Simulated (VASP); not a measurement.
# ZrAl2 in VASP: single point with PBE

Aim: the single point of ZrAl2 with PBE.

Everything below comes from runs of VASP 6.6.1. Logs are shortened: lines on timing, memory, paths and dates and some standing lists are left out, and cuts for length are marked.

**1. The cell of the first run**

The cell holds a disordered packing, 24 atoms: a = 8.553 Å, b = 7.464 Å, c = 7.473 Å, α = 80.39°, β = 76.57°, γ = 76.52°.

**2. Single point, PBE**

The input, INCAR:

```
SYSTEM = ZrAl2
PREC = Accurate
ENCUT = 520
EDIFF = 1E-6
ISMEAR = 0
SIGMA = 0.1
LREAL = Auto
LASPH = .TRUE.
NELM = 60
ALGO = Normal
ISIF = 2
LWAVE = .FALSE.
LCHARG = .FALSE.
GGA = PE
NBANDS = 90
ISYM = 0
```

The input, KPOINTS:

```
Automatic mesh
0
Gamma
  2 2 2
  0.5 0.5 0.5
```

The input, POSCAR:

```
ZrAl2
1.0
    8.4594458701      0.8718495437      0.9109397411
    0.9344742626      7.3815634002      0.5930341644
    0.9015113038      0.5524101832      7.3981455950
Al Zr
16 8
Direct
    0.4339765874      0.2779156852      0.1067594706
    0.2208077689      0.2128047150      0.4548268349
    0.7572173504      0.2962189069      0.1410288984
    0.4110267833      0.8029025292      0.5789184507
    0.5974692151      0.3859904136      0.7756290683
    1.0839074682      0.9573595174     -0.0342419293
    0.6557128610      0.7353885425      0.2966718150
    0.8866430202      0.3845527457      0.4087981579
    0.1315136897      0.6080736752      0.3081903162
    0.7345977280      0.1050518777      0.5902343079
    0.9208297664      0.2731811183      0.7761430538
    0.1401472305      0.4916081283      0.6781684980
    0.1252659094      0.2762884274      1.0921424949
    0.5510364365      0.0726517835      0.3720129695
    0.8984458287      0.9282680698      0.2934138312
    0.5796494465      0.6610958869      0.0086874589
    0.0624789470      0.8985388879      0.6067414049
    0.7640895816      0.6945781589      0.6394906442
    0.4576791071      0.4658897420      0.4234041561
    0.3911228792      0.1087271885      0.7873268049
    0.3197248110      0.9186108899      0.2126321660
    0.2990444108      0.6130939350      0.9176851331
    0.7218424342      0.9945024549      0.9718642176
    0.9280607426      0.6119360939      0.0135806919
```

Potentials or basis: VASP PAW PBE potentials, release 64 (Al, Zr_sv).

On the command line:

```console
cat potpaw_PBE.64/Al/POTCAR potpaw_PBE.64/Zr_sv/POTCAR > POTCAR
mpirun -np 1 vasp_std > vasp.out
```

OUTCAR:

```text
SYSTEM = ZrAl2
   PREC = Accurate
   ENCUT = 520
   EDIFF = 1E-6
   ISMEAR = 0
   LREAL = Auto
   LASPH = .TRUE.
   NELM = 60
   ISIF = 2
   GGA = PE
   ISYM = 0

 ion  position               nearest neighbor table
   1  0.434  0.278  0.107-  14 2.54   5 2.64  13 2.67  22 2.80   2 2.85   3 2.87  23 2.95  21 2.99
                            20 3.01  19 3.01  16 3.29
   2  0.221  0.213  0.455-  14 2.74  12 2.75   1 2.85  17 2.92   8 2.92  21 2.93  13 2.94   9 2.96
                            19 3.02  20 3.07  11 3.08   4 3.21
   3  0.757  0.296  0.141-   8 2.73  11 2.77  14 2.81  23 2.86   1 2.87  15 2.89  16 2.93  24 2.97
                            13 3.05  19 3.08   5 3.24
   4  0.411  0.803  0.579-   7 2.63  14 2.67  22 2.76  19 2.85  17 2.87  20 2.92  21 2.96  18 3.06
                             2 3.21
   5  0.597  0.386  0.776-  10 2.60   1 2.64  11 2.70  22 2.80  16 2.86  18 2.91  20 3.00  19 3.05
                            23 3.11   3 3.24   8 3.24
   6  0.084  0.957  0.966-  15 2.60  11 2.79  22 2.81  13 2.83  17 2.84  21 2.97  23 3.03  20 3.04
                            24 3.10   9 3.36
   7  0.656  0.735  0.297-  16 2.57  14 2.58   4 2.63  15 2.78  19 2.83  24 2.85  18 2.87  23 2.87
                             8 3.01  21 3.04
   8  0.887  0.385  0.409-  10 2.72   3 2.73  11 2.79  13 2.84   9 2.87   2 2.92  18 2.96   7 3.01
                            24 3.14   5 3.24  19 3.56
   9  0.132  0.608  0.308-  15 2.74  12 2.77   8 2.87  22 2.94   2 2.96  19 3.01  21 3.02  24 3.10
                            13 3.19  17 3.23   6 3.36  18 3.52
  10  0.735  0.105  0.590-  14 2.58   5 2.60  15 2.70   8 2.72  23 2.82  17 2.89  11 2.93  20 2.96
                            18 2.98  19 3.42
  11  0.921  0.273  0.776-  12 2.66   5 2.70   3 2.77   6 2.79   8 2.79  10 2.93  23 2.97   2 3.08
                            17 3.13  18 3.21  13 3.25  24 3.34
  12  0.140  0.492  0.678-  11 2.66   2 2.75   9 2.77  22 2.85  24 2.87  19 2.92  17 2.94  13 3.23
                            20 3.26  18 3.28
  13  0.125  0.276  0.092-   1 2.67  24 2.73   6 2.83   8 2.84  21 2.92   2 2.94  20 3.02   3 3.05
                            22 3.16   9 3.19  12 3.23  11 3.25
  14  0.551  0.073  0.372-   1 2.54   7 2.58  10 2.58   4 2.67   2 2.74   3 2.81  15 2.87  19 2.92
                            21 3.04  23 3.09  20 3.12  18 3.56
  15  0.898  0.928  0.293-   6 2.60  10 2.70   9 2.74   7 2.78  14 2.87   3 2.89  17 2.95  18 3.02
                            23 3.04  24 3.34  21 3.50
  16  0.580  0.661  0.009-   7 2.57  22 2.76  18 2.85   5 2.86  21 2.89  24 2.92   3 2.93  23 2.96
                            19 3.24   1 3.29
  17  0.062  0.899  0.607-   6 2.84   4 2.87  10 2.89   2 2.92  12 2.94  15 2.95  11 3.13  18 3.21
                             9 3.23  21 3.25  23 3.53  24 3.53  22 3.54
  18  0.764  0.695  0.639-  16 2.85   7 2.87   5 2.91   8 2.96  10 2.98  15 3.02   4 3.06  17 3.21
                            11 3.21  12 3.28  24 3.32  23 3.52   9 3.52  14 3.56
  19  0.458  0.466  0.423-   7 2.83   4 2.85  12 2.92  14 2.92   1 3.01   9 3.01   2 3.02   5 3.05
                             3 3.08  16 3.24  10 3.42  20 3.52  21 3.54   8 3.56  22 3.88
  20  0.391  0.109  0.787-   4 2.92  10 2.96   5 3.00   1 3.01  13 3.02   6 3.04   2 3.07  14 3.12
                            21 3.24  12 3.26  23 3.31  19 3.52  22 3.88
  21  0.320  0.919  0.213-  16 2.89  13 2.92   2 2.93   4 2.96   6 2.97   1 2.99   9 3.02   7 3.04
                            14 3.04  20 3.24  17 3.25  22 3.48  15 3.50  19 3.54  23 3.62
  22  0.299  0.613  0.918-  16 2.76   4 2.76   1 2.80   5 2.80   6 2.81  12 2.85   9 2.94  24 3.09
                            13 3.16  21 3.48  17 3.54  19 3.88  20 3.88
  23  0.722  0.995  0.972-  10 2.82   3 2.86   7 2.87   1 2.95  16 2.96  11 2.97  24 3.00   6 3.03
                            15 3.04  14 3.09   5 3.11  20 3.31  18 3.52  17 3.53  21 3.62
  24  0.928  0.612  0.014-  13 2.73   7 2.85  12 2.87  16 2.92   3 2.97  23 3.00  22 3.09   9 3.10
                             6 3.10   8 3.14  18 3.32  15 3.34  11 3.34  17 3.53

IMPORTANT INFORMATION: All symmetrisations will be switched off!
NOSYMM: (Re-)initialisation of all symmetry stuff for point group C_1.

----------------------------------------------------------------------------------------

                                     Primitive cell

  volume of cell :     448.0451

  direct lattice vectors                    reciprocal lattice vectors
     8.459445870  0.871849544  0.910939741     0.121153625 -0.014236849 -0.013700296
     0.934474263  7.381563400  0.593034164    -0.013272901  0.137849953 -0.008675694
     0.901511304  0.552410183  7.398145595    -0.013853792 -0.009297035  0.137551379

  length of vectors
     8.552903441  7.464074618  7.473315053     0.122754172  0.138758953  0.138559533

  position of ions in fractional coordinates (direct lattice)
     0.433976587  0.277915685  0.106759471
     0.220807769  0.212804715  0.454826835
     0.757217350  0.296218907  0.141028898
     0.411026783  0.802902529  0.578918451
     0.597469215  0.385990414  0.775629068
     0.083907468  0.957359517  0.965758071
[... 16 lines left out ...]
     0.721842434  0.994502455  0.971864218
     0.928060743  0.611936094  0.013580692

  ion indices of the primitive-cell ions
   primitive index   ion index
                 1           1
                 2           2
                 3           3
                 4           4
                 5           5
                 6           6
[... 16 lines left out ...]
                23          23
                24          24

----------------------------------------------------------------------------------------

 KPOINTS: Automatic mesh

Automatic generation of k-mesh.
 Grid dimensions read from file:
 generate k-points for:    2    2    2

 Generating k-lattice:

  Cartesian coordinates                     Fractional coordinates (reciprocal lattice)
     0.060576813 -0.007118424 -0.006850148     0.500000000  0.000000000  0.000000000
    -0.006636450  0.068924976 -0.004337847     0.000000000  0.500000000  0.000000000
    -0.006926896 -0.004648518  0.068775689     0.000000000  0.000000000  0.500000000

  Length of vectors
     0.061377086  0.069379477  0.069279767

  Shift w.r.t. Gamma in fractional coordinates (k-lattice)
     0.500000000  0.500000000  0.500000000

 Subroutine IBZKPT returns following result:
 ===========================================

 Found      4 irreducible k-points:

 Following reciprocal coordinates:
            Coordinates               Weight
  0.250000  0.250000  0.250000      2.000000
 -0.250000  0.250000  0.250000      2.000000
  0.250000 -0.250000  0.250000      2.000000
 -0.250000 -0.250000  0.250000      2.000000
   k-points           NKPTS =      4   k-points in BZ     NKDIM =      4   number of bands    NBANDS=     90
   number of dos      NEDOS =    301   number of ions     NIONS =     24
   total plane-waves  NPLWV = 200704
   dimension x,y,z NGX =    64 NGY =   56 NGZ =   56
   dimension x,y,z NGXF=   128 NGYF=  112 NGZF=  112
   ions per type =              16   8
   NGX,Y,Z   is equivalent  to a cutoff of  12.44, 12.47, 12.46 a.u.
   NGXF,Y,Z  is equivalent  to a cutoff of  24.88, 24.95, 24.91 a.u.
 SYSTEM =  ZrAl2
   PREC   = accura    normal or accurate (medium, high low for compatibility)
   ISTART =      0    job   : 0-new  1-cont  2-samecut
   ICHARG =      2    charge: 1-file 2-atom 10-const
   ISPIN  =      1    spin polarized calculation?
   LNONCOLLINEAR =      F non collinear calculations
   LSORBIT =      F    spin-orbit coupling
   LASPH  =      T    aspherical Exc in radial PAW
   ENCUT  =  520.0 eV  38.22 Ry    6.18 a.u.  15.90 13.88 13.90*2*pi/ulx,y,z
   NELM   =     60;   NELMIN=  2; NELMDL= -5     # of ELM steps
   EDIFF  = 0.1E-05   stopping-criterion for ELM
   LREAL  =      T    real-space projection
   EDIFFG = 0.1E-04   stopping-criterion for IOM
   NSW    =      0    number of steps for IOM
   IBRION =     -1    ionic relax: 0-MD 1-quasi-New 2-CG
   NFREE  =      0    steps in history (QN), initial steepest desc. (CG)
   ISIF   =      2    stress and relaxation
   ISYM   =      0    0-nonsym 1-usesym 2-fastsym
   POTIM  = 0.5000    time-step for ionic-motion
   TEBEG  =    0.0;   TEEND  =   0.0 temperature during run
   PSTRESS=    0.0 pullay stress
   NELECT =     144.0000    total number of electrons
   NUPDOWN=      -1.0000    fix difference up-down
   EMIN   =  10.00;   EMAX   =-10.00  energy-range for DOS
   EFERMI =   0.00;   METHOD = LEGACY
   ISMEAR =     0;   SIGMA  =   0.10  broadening in eV -4-tet -1-fermi 0-gaus
   EFERMI_NEDOS =   21; number of points for ismear=-14 and -15
   IALGO  =     38    algorithm
   IMIX   =      4    mixing-type and parameters
     AMIX     =   0.40;   BMIX     =  1.00
     AMIX_MAG =   1.60;   BMIX_MAG =  1.00
  volume/ion in A,a.u.               =      18.67       125.98
  Fermi-wavevector in a.u.,A,eV,Ry     =   1.121386  2.119112 17.109413  1.257506
  Thomas-Fermi vector in A             =   2.258039
   LORBIT       =      0    0 simple, 1 ext, 2 COOP (PROOUT), +10 PAW based schemes
   GGA     = PE    functional components
   LHFCALC =     F    Hartree Fock is set to
   AEXX    =    0.0000 exact exchange contribution
   IVDW    =     0    specifies the selected vdW correction
   LEPSILON=     F    determine dielectric tensor
   LRPA    =     F    only Hartree local field effects (RPA)
 non-spin polarized calculation
 Gauss-broadening in eV      SIGMA  =   0.10
  energy-cutoff  :      520.00
  volume of cell :      448.05
 maximum number of plane-waves:     12067
   NGX = 31   NGY = 27   NGZ = 27

 number of electron     143.9999999 magnetization

 Free energy of the ion-electron system (eV)
  ---------------------------------------------------
  ext. energy  EPLUGINS =         0.00000000
  ---------------------------------------------------
  free energy    TOTEN  =      -136.16378622 eV

  energy without entropy =     -136.13451765  energy(sigma->0) =     -136.14915193

 E-fermi :   8.2040     XC(G=0): -10.5624

 val. band max:        8.1517476268   @ k =   0.2500   0.2500   0.2500
 cond. band min:       8.2659033545   @ k =  -0.2500   0.2500   0.2500
 fundamental gap:      0.1141557276
 Fermi energy:         8.2040262494

 k-point     1 :       0.2500    0.2500    0.2500
  band No.  band energies     occupation
      1     -40.8614      2.00000
      2     -40.7123      2.00000
      3     -40.6532      2.00000
      4     -40.5279      2.00000
      5     -40.3758      2.00000
      6     -40.3571      2.00000
[... 76 lines left out ...]
     83       9.7033      0.00000
     84       9.8390      0.00000

 k-point     2 :      -0.2500    0.2500    0.2500
  band No.  band energies     occupation
      1     -40.8614      2.00000
      2     -40.7123      2.00000
      3     -40.6532      2.00000
      4     -40.5279      2.00000
      5     -40.3759      2.00000
      6     -40.3571      2.00000
[... 76 lines left out ...]
     83       9.7082      0.00000
     84       9.7890      0.00000

 k-point     3 :       0.2500   -0.2500    0.2500
  band No.  band energies     occupation
      1     -40.8614      2.00000
      2     -40.7123      2.00000
      3     -40.6532      2.00000
      4     -40.5279      2.00000
      5     -40.3758      2.00000
      6     -40.3571      2.00000
[... 76 lines left out ...]
     83       9.6429      0.00000
     84       9.7898      0.00000

 k-point     4 :      -0.2500   -0.2500    0.2500
  band No.  band energies     occupation
      1     -40.8614      2.00000
      2     -40.7123      2.00000
      3     -40.6532      2.00000
      4     -40.5279      2.00000
      5     -40.3759      2.00000
      6     -40.3570      2.00000
[... 76 lines left out ...]
     83       9.7386      0.00000
     84       9.7675      0.00000
 [bands above 84 left out]

------------------------ aborting loop because EDIFF is reached ----------------------------------------

  FORCE on cell =-STRESS in cart. coord.  units (eV):
  Direction    XX          YY          ZZ          XY          YZ          ZX
  --------------------------------------------------------------------------------------
  -------------------------------------------------------------------------------------
  Total        0.0421607     -0.0319518     -0.0049429      0.0355733      0.0509853      0.0234720
  in kB        0.1507637     -0.1142573     -0.0176756      0.1272076      0.1823197      0.0839344
  external PRESSURE =       0.0062769 kB  Pullay stress =       0.0000000 kB

 VOLUME and BASIS-vectors are now :
 -----------------------------------------------------------------------------
  energy-cutoff  :      520.00
  volume of cell :      448.05
      direct lattice vectors                 reciprocal lattice vectors
     8.459445870  0.871849544  0.910939741     0.121153625 -0.014236849 -0.013700296
     0.934474263  7.381563400  0.593034164    -0.013272901  0.137849953 -0.008675694
     0.901511304  0.552410183  7.398145595    -0.013853792 -0.009297035  0.137551379

 POSITION                                       TOTAL-FORCE (eV/Angst)
 -----------------------------------------------------------------------------------
      4.02715      2.48879      1.34996         0.001073      0.002166      0.008755
      2.47680      2.01459      3.69222         0.001593      0.006047      0.000098
      6.80959      2.92464      1.90880        -0.001182     -0.000831      0.005686
      4.74925      6.60483      5.13349         0.009271      0.000796     -0.003139
      6.11419      3.79858      6.51138        -0.002540      0.005420     -0.004621
      2.47508      7.67346      7.78900        -0.005759      0.005172      0.002071
[... 16 lines left out ...]
      7.91187      8.50719      8.43732         0.007163      0.000769     -0.004919
      8.43496      5.33368      1.30878        -0.001637     -0.006126     -0.003671
 -----------------------------------------------------------------------------------
    total drift:                               -0.003928      0.003938      0.002962

  FREE ENERGIE OF THE ION-ELECTRON SYSTEM (eV)
  ---------------------------------------------------
  free  energy   TOTEN  =      -136.1637862237 eV

  energy  without entropy=     -136.1345176454  energy(sigma->0) =     -136.14915193
```

Wall time 7.8 min (1 thread of AMD EPYC 7R43 (Zen 3), shared host); peak memory 0.44 GiB.

Results:

| Property | Result |
| --- | --- |
| Free energy | -136.1638 eV |
| Pressure | 0.0 GPa |
| Largest force | 0.016 eV/Å |

Forces in eV/Å, atoms in the order of the input:
```
Al   0.001  0.002  0.009
Al   0.002  0.006  0.000
Al  -0.001 -0.001  0.006
Al   0.009  0.001 -0.003
Al  -0.003  0.005 -0.005
Al  -0.006  0.005  0.002
Al  -0.002 -0.001  0.007
Al   0.000 -0.001  0.000
Al   0.001 -0.004  0.003
Al   0.001 -0.004 -0.011
Al   0.004  0.005  0.003
Al  -0.005 -0.008 -0.003
Al  -0.004  0.005  0.004
Al   0.000 -0.003  0.004
Al  -0.001  0.002  0.003
Al   0.000 -0.008  0.001
Zr   0.009  0.013 -0.001
Zr   0.006  0.002 -0.004
Zr  -0.004  0.001  0.004
Zr  -0.003  0.000 -0.009
Zr  -0.014 -0.006 -0.001
Zr   0.005 -0.009  0.001
Zr   0.007  0.001 -0.005
Zr  -0.002 -0.006 -0.004
```

Levels at points of the mesh, in eV from the Fermi level:
```tsv
k point	band 70	band 71	band 72	band 73	band 74	band 75
(0.25, 0.25, 0.25)	-0.40	-0.27	-0.05	0.19	0.27	0.51
```

Caveat: the k points lie up to 0.44 Å⁻¹ apart.
